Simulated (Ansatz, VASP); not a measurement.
**One calculation of Mo, two programs**

```
Mo
1.0
    -1.58022    1.58022    1.58022
     1.58022   -1.58022    1.58022
     1.58022    1.58022   -1.58022
Mo
1
Direct
  0.00000 0.00000 0.00000
```

Alike in both runs: task single point; functional PBE; k mesh 30 × 30 × 30; occupations gaussian, width 0.15 eV; no spin polarisation.

|  | VASP | Ansatz |
| --- | --- | --- |
| version | VASP 6.6.1 | Ansatz 0.2.0 |
| potentials or method | VASP PAW PBE potentials, release 64 (Mo_sv), cutoff 520 eV | scalar-relativistic, plane waves, PAW |
| valence electrons in the cell | 14 | 14 |

Ansatz gave:

| Item | Value |
| --- | --- |
| gap on the k mesh at the Fermi level (eV) | none |
| pressure (GPa) | 0.1 |

**Question.** Which values does VASP return?

**Answer.** gap on the k mesh at the Fermi level (eV): none; pressure (GPa): 0.6.

A gap of «none» marks a metal or a gap that the smearing closes. The functional is the same, so the differences come from potentials, cutoffs and numerics.
